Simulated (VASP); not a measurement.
Write the native input for VASP 6.6.1 that does the following.

* Task: single point
* Functional: PBE
* Potentials or basis: VASP PAW PBE potentials, release 64 (Sn_d, O)
* Cutoff: 520 eV
* k mesh: 12 × 12 × 12
* Occupations: gaussian, width 0.02 eV
* Spin: no spin polarisation
* Dipole correction: no
* Further INCAR settings: ALGO = Normal; EDIFF = 1e-07; NBANDS = 20

The structure of SnO2 lies in POSCAR:

```
SnO2
1.0
    1.6170930752      0.9336291223      4.8005925840
   -1.6170930752      0.9336291223      4.8005925840
    0.0000000000     -1.8672582446      4.8005925840
Sn O
1 2
Direct
    0.5031246143      0.5031246143      0.5031246143
    0.2371700000      0.2371700000      0.2371700000
    0.7628300000      0.7628300000      0.7628300000
```

This cell differs from its parent crystal: one atom moved.

One way to write it, as run:

INCAR

```
SYSTEM = SnO2
ALGO     = Normal         ! electronic algorithm
EDIFF    = 1E-7           ! SCF threshold, eV
ENCUT    = 520            ! plane-wave cutoff, eV
GGA      = PE             ! functional
ISIF     = 2              ! what is computed and relaxed
ISMEAR   = 0              ! smearing method
LASPH    = .True.         ! aspherical terms in the spheres
LCHARG   = .False.        ! write CHGCAR
LREAL    = .False.        ! projectors in reciprocal space
LWAVE    = .False.        ! write WAVECAR
NBANDS   = 20             ! bands
NELM     = 100            ! most SCF steps
PREC     = Accurate       ! precision mode
SIGMA    = 0.02           ! smearing width, eV
```

KPOINTS

```
k-points
0
Gamma
  12 12 12
  0 0 0
```

Potentials or basis: VASP PAW PBE potentials, release 64 (Sn_d, O).

The run is started by

```bash
$ cat potpaw_PBE.64/Sn_d/POTCAR potpaw_PBE.64/O/POTCAR > POTCAR
$ mpirun -np 1 vasp_std > vasp.out
```

Results of the run:

```
Pressure               : 0.1 GPa
Largest force          : 0.861 eV/Å
Band gap on the k mesh : 1.90 eV (least direct gap 2.03 eV)
```

Caveat: the cell differs from its parent crystal (one atom moved); spin-orbit coupling is left out, which moves the levels of the heavy elements.

It took 2.9 min on 1 thread of AMD EPYC 9R45 96-Core Processor (Zen 5), on a shared host, peak memory 0.31 GiB.
